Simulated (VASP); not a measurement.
# Li3B (P2_1/m) in VASP: single point with PBE

Aim: the single point of Li3B with PBE.

Everything below comes from runs of VASP 6.6.1. Logs are shortened: lines on timing, memory, paths and dates and some standing lists are left out, and cuts for length are marked.

## Step 1: The cell of the first run

The structure is monoclinic, space group P2_1/m (No. 11). The conventional cell has a = 6.431 Å, b = 3.062 Å, c = 6.527 Å, α = 90.00°, β = 116.10°, γ = 90.00°. Li (site symmetry m) has 3 B at 2.36 to 2.64 Å and 8 Li at 2.36 to 3.07 Å within 3.1 Å. Within 3.1 Å of Li (site symmetry m) lie 8 Li at 2.36 to 3.07 Å and 3 B at 2.49 to 2.60 Å. Li (site symmetry m) has 8 Li at 2.38 to 3.07 Å and 3 B at 2.39 to 2.70 Å within 3.1 Å. Within 2.1 Å of B (site symmetry m) lie 2 B at 1.58 Å.

## Step 2: Single point, PBE

INCAR reads:

```
  PREC = Accurate
  ENCUT = 520
  EDIFF = 1E-6
  ISMEAR = 0
  SIGMA = 0.1
  LREAL = F
  LASPH = T
  NELM = 80
  ALGO = Fast
  ISIF = 2
  LWAVE = F
  LCHARG = F
  GGA = PE
  NBANDS = 22
```

KPOINTS reads:

```
Automatic mesh
0
Gamma
  8 10 8
```

POSCAR reads:

```
Li3B
1.0
    6.4267127952      0.0000000000     -0.2307262491
    0.0000000000      3.0621244281      0.0000000000
   -3.3466365417      0.0000000000      5.9851681214
Li B
6 2
Direct
    0.2598560325      0.2500000000      0.1487104572
   -0.0870808349      0.7500000000      0.2506491535
    0.3617567561      0.2500000000      0.6156612181
    0.7401439675      0.7500000000      0.8512895428
    1.0870808349      0.2500000000      0.7493508465
    0.6382432439      0.7500000000      0.3843387819
    0.5357506240      0.2500000000      0.0201158328
    0.4642493760      0.7500000000      0.9798841672
```

Potentials or basis: VASP PAW PBE potentials, release 64 (Li_sv, B).

The run is started by

```bash
$ cat potpaw_PBE.64/Li_sv/POTCAR potpaw_PBE.64/B/POTCAR > POTCAR
$ mpirun -np 1 vasp_std > vasp.out
```

OUTCAR:

```text
PREC = Accurate
   ENCUT = 520
   EDIFF = 1E-6
   ISMEAR = 0
   LREAL = F
   LASPH = T
   NELM = 80
   ISIF = 2
   GGA = PE

 ion  position               nearest neighbor table
   1  0.260  0.250  0.149-   7 2.36   5 2.36
   2  0.913  0.750  0.251-   4 2.36   6 2.38
   3  0.362  0.250  0.616-   5 2.38
   4  0.740  0.750  0.851-   8 2.36   2 2.36
   5  0.087  0.250  0.749-   1 2.36   3 2.38
   6  0.638  0.750  0.384-   2 2.38
   7  0.536  0.250  0.020-   8 1.58   8 1.58   1 2.36
   8  0.464  0.750  0.980-   7 1.58   7 1.58   4 2.36

  LATTYP: Found a simple monoclinic cell.
 ALAT       =     6.4308531280
 B/A-ratio  =     0.4761614621
 C/A-ratio  =     1.0149358879
 COS(beta)  =    -0.4399690016

  Lattice vectors:

 A1 = (   6.4267127952,   0.0000000000,  -0.2307262491)
 A2 = (   0.0000000000,  -3.0621244281,   0.0000000000)
 A3 = (  -3.0800762535,   0.0000000000,  -5.7544418723)

Analysis of symmetry for initial positions (statically):
=====================================================================
 Subroutine PRICEL returns:
 Original cell was already a primitive cell.

 Routine SETGRP: Setting up the symmetry group for a
 simple monoclinic supercell.

 Subroutine GETGRP returns: Found  4 space group operations
 (whereof  2 operations were pure point group operations)
 out of a pool of  4 trial point group operations.

The static configuration has the point symmetry S_2 .
 The point group associated with its full space group is C_2h.

Analysis of symmetry for dynamics (positions and initial velocities):
=====================================================================
 Subroutine PRICEL returns:
 Original cell was already a primitive cell.

 Routine SETGRP: Setting up the symmetry group for a
 simple monoclinic supercell.

 Subroutine GETGRP returns: Found  4 space group operations
 (whereof  2 operations were pure point group operations)
 out of a pool of  4 trial point group operations.

The dynamic configuration has the point symmetry S_2 .
 The point group associated with its full space group is C_2h.

 Subroutine INISYM returns: Found  4 space group operations
 (whereof  2 operations are pure point group operations),
 and found     1 'primitive' translations

----------------------------------------------------------------------------------------

                                     Primitive cell

  volume of cell :     115.4200

  direct lattice vectors                    reciprocal lattice vectors
     6.426712795  0.000000000 -0.230726249     0.158788102  0.000000000  0.088787158
     0.000000000  3.062124428  0.000000000     0.000000000  0.326570661  0.000000000
    -3.346636542  0.000000000  5.985168121     0.006121229  0.000000000  0.170502400

  length of vectors
     6.430853128  3.062124428  6.857274501     0.181925316  0.326570661  0.170612244

  position of ions in fractional coordinates (direct lattice)
     0.259856032  0.250000000  0.148710457
     0.912919165  0.750000000  0.250649153
     0.361756756  0.250000000  0.615661218
     0.740143968  0.750000000  0.851289543
     0.087080835  0.250000000  0.749350847
     0.638243244  0.750000000  0.384338782
     0.535750624  0.250000000  0.020115833
     0.464249376  0.750000000  0.979884167

  ion indices of the primitive-cell ions
   primitive index   ion index
                 1           1
                 2           2
                 3           3
                 4           4
                 5           5
                 6           6
                 7           7
                 8           8

----------------------------------------------------------------------------------------

 KPOINTS: Automatic mesh

Automatic generation of k-mesh.
 Grid dimensions read from file:
 generate k-points for:    8   10    8

 Generating k-lattice:

  Cartesian coordinates                     Fractional coordinates (reciprocal lattice)
     0.019848513  0.000000000  0.011098395     0.125000000  0.000000000  0.000000000
     0.000000000  0.032657066  0.000000000     0.000000000  0.100000000  0.000000000
     0.000765154  0.000000000  0.021312800     0.000000000  0.000000000  0.125000000

  Length of vectors
     0.022740665  0.032657066  0.021326530

  Shift w.r.t. Gamma in fractional coordinates (k-lattice)
     0.000000000  0.000000000  0.000000000

 Subroutine IBZKPT returns following result:
 ===========================================

 Found    204 irreducible k-points:

 Following reciprocal coordinates:
            Coordinates               Weight
  0.000000  0.000000  0.000000      1.000000
  0.125000  0.000000 -0.000000      2.000000
  0.250000  0.000000 -0.000000      2.000000
  0.375000  0.000000  0.000000      2.000000
  0.500000  0.000000 -0.000000      1.000000
  0.000000  0.100000  0.000000      2.000000
[... 16 lines left out ...]
  0.250000  0.400000 -0.000000      4.000000
  0.375000  0.400000  0.000000      4.000000
 [... further k-points ...]
   k-points           NKPTS =    204   k-points in BZ     NKDIM =    204   number of bands    NBANDS=     22
   number of dos      NEDOS =    301   number of ions     NIONS =      8
   total plane-waves  NPLWV =  62208
   dimension x,y,z NGX =    48 NGY =   24 NGZ =   54
   dimension x,y,z NGXF=    96 NGYF=   48 NGZF=  108
   ions per type =               6   2
   NGX,Y,Z   is equivalent  to a cutoff of  12.41, 13.03, 13.09 a.u.
   NGXF,Y,Z  is equivalent  to a cutoff of  24.82, 26.06, 26.18 a.u.
 SYSTEM =  unknown system
   PREC   = accura    normal or accurate (medium, high low for compatibility)
   ISTART =      0    job   : 0-new  1-cont  2-samecut
   ICHARG =      2    charge: 1-file 2-atom 10-const
   ISPIN  =      1    spin polarized calculation?
   LNONCOLLINEAR =      F non collinear calculations
   LSORBIT =      F    spin-orbit coupling
   LASPH  =      T    aspherical Exc in radial PAW
   ENCUT  =  520.0 eV  38.22 Ry    6.18 a.u.  11.96  5.69 12.75*2*pi/ulx,y,z
   NELM   =     80;   NELMIN=  2; NELMDL= -5     # of ELM steps
   EDIFF  = 0.1E-05   stopping-criterion for ELM
   LREAL  =      F    real-space projection
   EDIFFG = 0.1E-04   stopping-criterion for IOM
   NSW    =      0    number of steps for IOM
   IBRION =     -1    ionic relax: 0-MD 1-quasi-New 2-CG
   NFREE  =      0    steps in history (QN), initial steepest desc. (CG)
   ISIF   =      2    stress and relaxation
   ISYM   =      2    0-nonsym 1-usesym 2-fastsym
   POTIM  = 0.5000    time-step for ionic-motion
   TEBEG  =    0.0;   TEEND  =   0.0 temperature during run
   PSTRESS=    0.0 pullay stress
   NELECT =      24.0000    total number of electrons
   NUPDOWN=      -1.0000    fix difference up-down
   EMIN   =  10.00;   EMAX   =-10.00  energy-range for DOS
   EFERMI =   0.00;   METHOD = LEGACY
   ISMEAR =     0;   SIGMA  =   0.10  broadening in eV -4-tet -1-fermi 0-gaus
   EFERMI_NEDOS =   21; number of points for ismear=-14 and -15
   IALGO  =     68    algorithm
   IMIX   =      4    mixing-type and parameters
     AMIX     =   0.40;   BMIX     =  1.00
     AMIX_MAG =   1.60;   BMIX_MAG =  1.00
  volume/ion in A,a.u.               =      14.43        97.36
  Fermi-wavevector in a.u.,A,eV,Ry     =   0.969880  1.832808 12.798564  0.940668
  Thomas-Fermi vector in A             =   2.099969
   LORBIT       =      0    0 simple, 1 ext, 2 COOP (PROOUT), +10 PAW based schemes
   GGA     = PE    functional components
   LHFCALC =     F    Hartree Fock is set to
   AEXX    =    0.0000 exact exchange contribution
   IVDW    =     0    specifies the selected vdW correction
   LEPSILON=     F    determine dielectric tensor
   LRPA    =     F    only Hartree local field effects (RPA)
 non-spin polarized calculation
 RMM-DIIS sequential band-by-band and
 Gauss-broadening in eV      SIGMA  =   0.10
  energy-cutoff  :      520.00
  volume of cell :      115.42
 maximum number of plane-waves:      3133
   NGX = 23   NGY = 11   NGZ = 25

 number of electron      24.0000019 magnetization

 Free energy of the ion-electron system (eV)
  ---------------------------------------------------
  ext. energy  EPLUGINS =         0.00000000
  ---------------------------------------------------
  free energy    TOTEN  =       -25.14699111 eV

  energy without entropy =      -25.13538826  energy(sigma->0) =      -25.14118968

 E-fermi :   1.7077     XC(G=0):  -8.0304

 val. band max:        1.7003136202   @ k =   0.2500   0.1000   0.2500
 cond. band min:       1.7192822401   @ k =   0.3750   0.0000   0.5000
 fundamental gap:      0.0189686200
 Fermi energy:         1.7077258183

 k-point     1 :       0.0000    0.0000    0.0000
  band No.  band energies     occupation
      1     -44.7484      2.00000
      2     -44.7320      2.00000
      3     -44.7025      2.00000
      4     -44.6915      2.00000
      5     -44.6431      2.00000
      6     -44.6410      2.00000
[... 14 lines left out ...]
     21       9.0754      0.00000
     22      10.9025      0.00000

 k-point     2 :       0.1250    0.0000   -0.0000
  band No.  band energies     occupation
      1     -44.7477      2.00000
      2     -44.7325      2.00000
      3     -44.7027      2.00000
      4     -44.6919      2.00000
      5     -44.6431      2.00000
      6     -44.6406      2.00000
[... 14 lines left out ...]
     21       9.9003      0.00000
     22      11.0539      0.00000

 k-point     3 :       0.2500    0.0000   -0.0000
  band No.  band energies     occupation
      1     -44.7457      2.00000
      2     -44.7338      2.00000
      3     -44.7032      2.00000
      4     -44.6929      2.00000
      5     -44.6430      2.00000
      6     -44.6398      2.00000
[... 14 lines left out ...]
     21       9.4318      0.00000
     22      10.8018      0.00000
[... 476 lines left out ...]
 k-point    23 :       0.2500    0.4000   -0.0000
  band No.  band energies     occupation
      1     -44.7340      2.00000
      2     -44.7302      2.00000
      3     -44.6933      2.00000
      4     -44.6899      2.00000
      5     -44.6396      2.00000
      6     -44.6385      2.00000
[... 14 lines left out ...]
     21       7.8792      0.00000
     22       8.1850      0.00000

 k-point    24 :       0.3750    0.4000    0.0000
  band No.  band energies     occupation
      1     -44.7332      2.00000
      2     -44.7310      2.00000
      3     -44.6933      2.00000
      4     -44.6901      2.00000
      5     -44.6396      2.00000
      6     -44.6383      2.00000
[... 14 lines left out ...]
     21       7.5277      0.00000
     22       8.2734      0.00000

 [... further k-points ...]

------------------------ aborting loop because EDIFF is reached ----------------------------------------

  FORCE on cell =-STRESS in cart. coord.  units (eV):
  Direction    XX          YY          ZZ          XY          YZ          ZX
  --------------------------------------------------------------------------------------
  -------------------------------------------------------------------------------------
  Total       -0.0597724     -0.0396072     -0.0644259      0.0000000      0.0000000      0.0055303
  in kB       -0.8297166     -0.5497990     -0.8943140      0.0000000      0.0000000      0.0767679
  external PRESSURE =      -0.7579432 kB  Pullay stress =       0.0000000 kB

 VOLUME and BASIS-vectors are now :
 -----------------------------------------------------------------------------
  energy-cutoff  :      520.00
  volume of cell :      115.42
      direct lattice vectors                 reciprocal lattice vectors
     6.426712795  0.000000000 -0.230726249     0.158788102  0.000000000  0.088787158
     0.000000000  3.062124428  0.000000000     0.000000000  0.326570661  0.000000000
    -3.346636542  0.000000000  5.985168121     0.006121229  0.000000000  0.170502400

 POSITION                                       TOTAL-FORCE (eV/Angst)
 -----------------------------------------------------------------------------------
      1.17234      0.76553      0.83010         0.000739      0.000000     -0.001494
      5.02824      2.29659      1.28954        -0.002220     -0.000000     -0.001355
      0.26451      0.76553      3.60137        -0.000487      0.000000      0.001583
      1.90774      2.29659      4.92434        -0.000739      0.000000      0.001494
     -1.94816      0.76553      4.46490         0.002220      0.000000      0.001355
      2.81556      2.29659      2.15307         0.000487      0.000000     -0.001583
      3.37580      0.76553     -0.00322         0.006022      0.000000      0.002683
     -0.29572      2.29659      5.75766        -0.006022      0.000000     -0.002683
 -----------------------------------------------------------------------------------
    total drift:                                0.000000      0.000000     -0.000000

  FREE ENERGIE OF THE ION-ELECTRON SYSTEM (eV)
  ---------------------------------------------------
  free  energy   TOTEN  =       -25.1469911054 eV

  energy  without entropy=      -25.1353882584  energy(sigma->0) =      -25.14118968
```

It took 8.3 min on 1 thread of Intel Xeon 6975P-C (Granite Rapids), shared host; peak memory 0.51 GiB.

What came out:

```
Free energy            : -25.1470 eV
Largest force          : 0.007 eV/Å
Band gap on the k mesh : zero (bands 12 and 13 overlap by 1.13 eV)
```

Forces on the atoms (eV/Å):
```
Li   0.001  0.000 -0.001
Li  -0.002  0.000 -0.001
Li   0.000  0.000  0.002
Li  -0.001  0.000  0.001
Li   0.002  0.000  0.001
Li   0.000  0.000 -0.002
B    0.006  0.000  0.003
B   -0.006  0.000 -0.003
```

Caveat: the cutoff is under 1.25 times the usual one of these potentials, so pressure, stress and relaxed cells hold a basis-set (Pulay) error.
